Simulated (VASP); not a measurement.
A run of VASP 6.6.1:

The input POSCAR:

```
K2TiF6
1.0
    5.4882519090      0.0000000000      0.0000000000
   -2.7441259545      4.7529655756      0.0000000000
    0.0000000000      0.0000000000      4.3706398504
K Ti F
2 1 6
Direct
    0.3333333333      0.6666666667      0.7125620278
    0.6666666667      0.3333333333      0.2874379722
    0.0000000000      0.0000000000      0.0000000000
    0.1629850270      0.8370149730      0.2352378130
    0.1629850270      0.3259700540      0.2352378130
    0.6740299460      0.8370149730      0.2352378130
    0.8370149730      0.1629850270      0.7647621870
    0.3259700540      0.1629850270      0.7647621870
    0.8370149730      0.6740299460      0.7647621870
```

The input INCAR.step1:

```
  ALGO = Normal
  EDIFF = 1E-4
  ENCUT = 520
  GGA = PE
  ISMEAR = 0
  LASPH = T
  LCHARG = F
  LREAL = F
  LWAVE = T
  NBANDS = 46
  NELM = 100
  PREC = Accurate
  SIGMA = 0.02
```

File INCAR.step2:

```
  ALGO = Normal
  EDIFF = 1E-6
  ENCUT = 520
  ISIF = 2
  ISMEAR = 0
  ISTART = 1
  LASPH = T
  LCHARG = F
  LMIXTAU = T
  LREAL = F
  LWAVE = F
  METAGGA = R2SCAN
  NBANDS = 46
  NELM = 100
  PREC = Accurate
  SIGMA = 0.02
```

File KPOINTS:

```
k-points
0
Gamma
  6 6 6
```

Potentials or basis: VASP PAW PBE potentials, release 64 (K_sv, Ti_sv, F).

Command:

```console
$ cat potpaw_PBE.64/K_sv/POTCAR potpaw_PBE.64/Ti_sv/POTCAR potpaw_PBE.64/F/POTCAR > POTCAR
$ cp INCAR.step1 INCAR
$ mpirun -np 1 vasp_std > vasp.out
$ cp INCAR.step2 INCAR
$ mpirun -np 1 vasp_std > vasp.out
```

Hardware: 1 thread of Intel(R) Xeon(R) Platinum 8259CL CPU @ 2.50GHz (Skylake/Cascade Lake) (shared host).

Task: How long does it take, and how much memory?

Result: Run time: 12 min on 1 thread of Intel(R) Xeon(R) Platinum 8259CL CPU @ 2.50GHz (Skylake/Cascade Lake), with other jobs on the host, peak memory 0.35 GiB. Counts: k points 34.
